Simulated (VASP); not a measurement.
# PbF2 (I4/mmm) in VASP: further runs, part 2 of 2

VASP 6.6.1. The steps go on from the part before.

**3. Single point, PBEsol**

This run uses another cell than the first one, of the same volume but with other edges.

INCAR

```
ALGO     = Normal         # electronic algorithm
EDIFF    = 1E-7           # SCF threshold, eV
ENCUT    = 520            # plane-wave cutoff, eV
GGA      = PS             # functional
ISIF     = 2              # what is computed and relaxed
ISMEAR   = 0              # smearing method
LASPH    = T              # aspherical terms in the spheres
LCHARG   = F              # write CHGCAR
LREAL    = F              # projectors in reciprocal space
LWAVE    = F              # write WAVECAR
NBANDS   = 21             # bands
NELM     = 100            # most SCF steps
PREC     = Accurate       # precision mode
SIGMA    = 0.05           # smearing width, eV
```

KPOINTS

```
k-points
0
Gamma
  8 8 8
```

POSCAR

```
PbF2
1.0
    0.0000000000      2.6459687553      3.7413998199
    2.6459687553      0.0000000000      3.7413998199
    2.6459687553      2.6459687553      0.0000000000
Pb F
1 2
Direct
    0.0000000000      0.0000000000      0.0000000000
    0.2500000000      0.2500000000      0.2500000000
    0.7500000000      0.7500000000      0.7500000000
```

Potentials or basis: VASP PAW PBE potentials, release 64 (Pb_d, F).

Run with:

```sh
$ cat potpaw_PBE.64/Pb_d/POTCAR potpaw_PBE.64/F/POTCAR > POTCAR
$ mpirun -np 1 vasp_std > vasp.out
```

Run time: 30 s. Hardware: 1 thread of Intel Xeon Platinum 8559C (Emerald Rapids), shared host; peak memory 0.21 GiB.

The run converged. Its results:

```yaml
Free_energy: -14.0453 eV
Pressure: -5.1 GPa
Band_gap_on_the_k_mesh: 2.63 eV, indirect (least direct gap 3.14 eV)
```

Stress tensor (GPa, compression positive):
```
  3.93   0.00   0.00
  0.00   3.93   0.00
  0.00   0.00 -23.18
```

Levels at points of the mesh, in eV from the valence-band top:
```tsv
k point	band 10	band 11	band 12	band 13	band 14	band 15	band 16	band 17	band 18	band 19
(0.00, 0.00, 0.00)	-2.40	-2.40	-1.96	-0.83	-0.83	6.11	6.11	7.35	10.20	12.84
(0.50, 0.00, 0.00)	-2.42	-2.05	-1.88	-1.62	-0.46	2.96	7.17	7.59	12.65	12.75
(0.50, 0.50, 0.00)	-2.89	-1.86	-0.71	-0.71	0.00	4.50	7.25	7.25	8.82	12.01
(0.50, 0.00, 0.50)	-3.42	-2.03	-1.27	-0.53	-0.51	2.63	5.12	7.70	8.01	13.88
```

Caveat: the PAW data sets were made with another functional, which shifts forces and pressure a little; spin-orbit coupling is left out, which moves the levels of the heavy elements. A k mesh can miss the band edges.

**4. Single point, PBEsol**

This run uses another cell than the first one, of the same volume but with other edges.

INCAR

```
  ALGO = Normal
  EDIFF = 1E-6
  ENCUT = 520
  GGA = PS
  ISIF = 2
  ISMEAR = 0
  LASPH = T
  LCHARG = F
  LREAL = F
  LWAVE = F
  NBANDS = 21
  NELM = 100
  PREC = Accurate
  SIGMA = 0.05
```

KPOINTS is that of step 3.

POSCAR

```
PbF2
1.0
    0.0000000000      3.1351732101      2.6648972286
    3.1351732101      0.0000000000      2.6648972286
    3.1351732101      3.1351732101      0.0000000000
Pb F
1 2
Direct
    0.0000000000      0.0000000000      0.0000000000
    0.2500000000      0.2500000000      0.2500000000
    0.7500000000      0.7500000000      0.7500000000
```

Potentials or basis: VASP PAW PBE potentials, release 64 (Pb_d, F).

Run with:

```sh
$ cat potpaw_PBE.64/Pb_d/POTCAR potpaw_PBE.64/F/POTCAR > POTCAR
$ mpirun -np 1 vasp_std > vasp.out
```

OUTCAR:

```text
EDIFF = 1E-6
   ENCUT = 520
   GGA = PS
   ISIF = 2
   ISMEAR = 0
   LASPH = T
   LREAL = F
   NELM = 100
   PREC = Accurate

 ion  position               nearest neighbor table
   1  0.000  0.000  0.000-   2 2.59   3 2.59   3 2.59   3 2.59   3 2.59   2 2.59   2 2.59   2 2.59

   2  0.250  0.250  0.250-   1 2.59   1 2.59   1 2.59   1 2.59
   3  0.750  0.750  0.750-   1 2.59   1 2.59   1 2.59   1 2.59

  LATTYP: Found a body centered tetragonal cell.
 ALAT       =     4.4338044741
 C/A-ratio  =     1.2020815280

[... 195 lines left out ...]
      5     -12.7301      2.00000
      6     -12.6995      2.00000
[... 565 lines left out ...]
     20      15.9787      0.00000
     21      17.9784      0.00000

 [... further k-points ...]
[... 5 lines left out ...]
  --------------------------------------------------------------------------------------
  -------------------------------------------------------------------------------------
  Total       -1.7928862     -1.7928862      1.2891993      0.0000000     -0.0000000      0.0000000
  in kB      -54.8314561    -54.8314561     39.4273069      0.0000000     -0.0000000      0.0000000
  external PRESSURE =     -23.4118685 kB  Pullay stress =       0.0000000 kB

 VOLUME and BASIS-vectors are now :
 -----------------------------------------------------------------------------
  energy-cutoff  :      520.00
  volume of cell :       52.39
      direct lattice vectors                 reciprocal lattice vectors
     0.000000000  3.135173210  2.664897229    -0.159480822  0.159480822  0.187624496
     3.135173210  0.000000000  2.664897229     0.159480822 -0.159480822  0.187624496
     3.135173210  3.135173210  0.000000000     0.159480822  0.159480822 -0.187624496

 POSITION                                       TOTAL-FORCE (eV/Angst)
 -----------------------------------------------------------------------------------
      0.00000      0.00000      0.00000        -0.000000      0.000000      0.000000
      1.56759      1.56759      1.33245        -0.000000     -0.000000     -0.000000
      4.70276      4.70276      3.99735         0.000000      0.000000      0.000000
 -----------------------------------------------------------------------------------
    total drift:                                0.000000     -0.000000      0.000000

  FREE ENERGIE OF THE ION-ELECTRON SYSTEM (eV)
  ---------------------------------------------------
  free  energy   TOTEN  =       -14.7706346554 eV

  energy  without entropy=      -14.7706346554  energy(sigma->0) =      -14.77063466
```

Run time: 30 s. Hardware: 1 thread of Intel Xeon Platinum 8559C (Emerald Rapids), shared host; peak memory 0.21 GiB.

Results:

```
Free energy            : -14.7706 eV
Pressure               : -2.3 GPa
Band gap on the k mesh : 3.70 eV, indirect (least direct gap 4.16 eV)
```

Caveat: the PAW data sets were made with another functional, which shifts forces and pressure a little; spin-orbit coupling is left out, which moves the levels of the heavy elements.

**5. Single point, PBEsol**

This run uses another cell than the first one, of the same volume but with other edges.

INCAR

```
SYSTEM = PbF2
PREC = Accurate ; ENCUT = 520
EDIFF = 1E-6 ; ISMEAR = 0
SIGMA = 0.05 ; LREAL = .FALSE.
LASPH = .TRUE. ; NELM = 100
ALGO = Normal ; ISIF = 2
LWAVE = .FALSE. ; LCHARG = .FALSE.
GGA = PS ; NBANDS = 21
```

KPOINTS

```
Automatic mesh
0
G
  8 8 8
  0 0 0
```

POSCAR

```
PbF2
1.0
    0.0000000000      2.7947358504      3.3536830204
    2.7947358504      0.0000000000      3.3536830204
    2.7947358504      2.7947358504      0.0000000000
Pb F
1 2
Direct
    0.0000000000      0.0000000000      0.0000000000
    0.2500000000      0.2500000000      0.2500000000
    0.7500000000      0.7500000000      0.7500000000
```

Run with:

```sh
$ cat potpaw_PBE.64/Pb_d/POTCAR potpaw_PBE.64/F/POTCAR > POTCAR
$ mpirun -np 1 vasp_std > vasp.out
```

Run time: 25 s. Hardware: 1 thread of Intel Xeon Platinum 8559C (Emerald Rapids), shared host; peak memory 0.21 GiB.

The run converged. Its results:

| Item | Value |
| --- | --- |
| Free energy | -14.7171 eV |
| Pressure | -2.8 GPa |
| Band gap on the k mesh | 3.52 eV, indirect (least direct gap 4.37 eV) |

Stress tensor (GPa, compression positive):
```
  1.05   0.00   0.00
  0.00   1.05   0.00
  0.00   0.00 -10.44
```

Levels at points of the mesh, in eV from the valence-band top:
```tsv
k point	band 10	band 11	band 12	band 13	band 14	band 15	band 16	band 17	band 18	band 19
(0.00, 0.00, 0.00)	-2.70	-2.70	-2.42	-1.65	-1.65	6.17	6.17	6.96	10.20	13.27
(0.50, 0.00, 0.00)	-2.90	-2.54	-2.37	-2.14	-0.37	4.12	7.22	7.42	12.75	12.79
(0.50, 0.50, 0.00)	-3.46	-2.07	-1.41	-1.41	0.00	4.37	7.49	7.49	8.56	12.73
(0.50, 0.00, 0.50)	-3.72	-2.12	-1.32	-1.29	-0.85	3.52	6.47	7.89	8.45	14.32
```

Caveat: the PAW data sets were made with another functional, which shifts forces and pressure a little; spin-orbit coupling is left out, which moves the levels of the heavy elements.

**6. Single point, PBEsol**

This run uses another cell than the first one, of the same volume but with other edges.

INCAR

```
PREC = Accurate
ENCUT = 520
EDIFF = 1E-6
ISMEAR = 0
SIGMA = 0.05
LREAL = F
LASPH = T
NELM = 60
ALGO = Normal
ISIF = 2
LWAVE = F
LCHARG = F
GGA = PS
NBANDS = 21
```

KPOINTS

```
Automatic mesh
0
Gamma
  8 8 8
```

POSCAR

```
PbF2
1.0
    0.0000000000      3.2262868683      2.5165037573
    3.2262868683      0.0000000000      2.5165037573
    3.2262868683      3.2262868683      0.0000000000
Pb F
1 2
Direct
    0.0000000000      0.0000000000      0.0000000000
    0.2500000000      0.2500000000      0.2500000000
    0.7500000000      0.7500000000      0.7500000000
```

Potentials or basis: VASP PAW PBE potentials, release 64 (Pb_d, F).

Run with:

```sh
$ cat potpaw_PBE.64/Pb_d/POTCAR potpaw_PBE.64/F/POTCAR > POTCAR
$ mpirun -np 1 vasp_std > vasp.out
```

Run time: 31 s. Hardware: 1 thread of Intel Xeon Platinum 8559C (Emerald Rapids), shared host; peak memory 0.21 GiB.

Results (log left out):

| Item | Value |
| --- | --- |
| Free energy | -14.5358 eV |
| Pressure | -2.9 GPa |
| Band gap on the k mesh | 3.40 eV, indirect (least direct gap 3.92 eV) |

Stress tensor (GPa, compression positive):
```
-8.15  0.00  0.00
 0.00 -8.15  0.00
 0.00  0.00  7.75
```

Levels at points of the mesh, in eV from the valence-band top:
```
           k point  band 12  band 13  band 14  band 15  band 16  band 17
(0.00, 0.00, 0.00)    -2.31    -2.31    -0.73     5.81     6.82     6.82
(0.50, 0.00, 0.00)    -2.33    -2.02    -0.42     4.00     6.93     7.13
(0.50, 0.50, 0.00)    -1.75    -1.60    -0.60     3.76     6.94     6.94
(0.50, 0.00, 0.50)    -1.80    -0.60    -0.23     3.68     6.65     7.84
```

Caveat: the PAW data sets were made with another functional, which shifts forces and pressure a little; spin-orbit coupling is left out, which moves the levels of the heavy elements. A k mesh can miss the band edges.

**7. Overview**

| cell | gap on the mesh (eV) | pressure (GPa) |
| --- | --- | --- |
| a = 4.083, b = 4.083, c = 4.715 Å, angles 54.7, 54.7, 70.5°, 3 atoms | 2.81 | -3.1 |
| a = 4.582, b = 4.582, c = 3.742 Å, angles 65.9, 65.9, 48.2°, 3 atoms | 2.63 | -5.1 |
| a = 4.115, b = 4.115, c = 4.434 Å, angles 57.4, 57.4, 65.2°, 3 atoms | 3.70 | -2.3 |
| a = 4.366, b = 4.366, c = 3.952 Å, angles 63.1, 63.1, 53.8°, 3 atoms | 3.52 | -2.8 |
| a = 4.092, b = 4.092, c = 4.563 Å, angles 56.1, 56.1, 67.8°, 3 atoms | 3.40 | -2.9 |

Alike in all rows: task single point; level PBEsol; potentials or basis VASP PAW PBE potentials, release 64 (Pb_d, F); no spin polarisation; k mesh 8 × 8 × 8; cutoff (eV) 520; smearing gaussian 0.05 eV.

Caveats: the PAW data sets were made with another functional, which shifts forces and pressure a little; spin-orbit coupling is left out, which moves the levels of the heavy elements.

Total energies depend on the potentials used, so only differences within one code and one set of settings carry meaning.
